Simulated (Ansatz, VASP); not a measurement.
# Two plane-wave programs on AlN

```
Al N
1.0
     3.11300    0.00000    0.00000
    -1.55650    2.69594    0.00000
     0.00000    0.00000    4.98100
Al N
2 2
Direct
  0.33333 0.66667 0.00000
  0.66667 0.33333 0.50000
  0.33333 0.66667 0.38000
  0.66667 0.33333 0.88000
```

Alike in both runs: task relaxation of cell and atoms; functional RPBE; k mesh 12 × 12 × 4; no spin polarisation.

|  | VASP | Ansatz |
| --- | --- | --- |
| version | VASP 6.6.1 | Ansatz 0.2.0 |
| potentials or method | VASP PAW PBE potentials, release 64 (Al, N), cutoff 600 eV | plane waves, PAW |
| occupations | gaussian, width 0.01 eV | fixed |
| valence electrons in the cell | 16 | 16 |

```tsv
	VASP	Ansatz	Ansatz less VASP
relaxed volume (Å³/atom)	10.80	10.84	+0.040
relaxed cell length with the largest relative difference (Å)	3.145	3.149	+0.0043
```

VASP's potentials were made for PBE, not for RPBE.
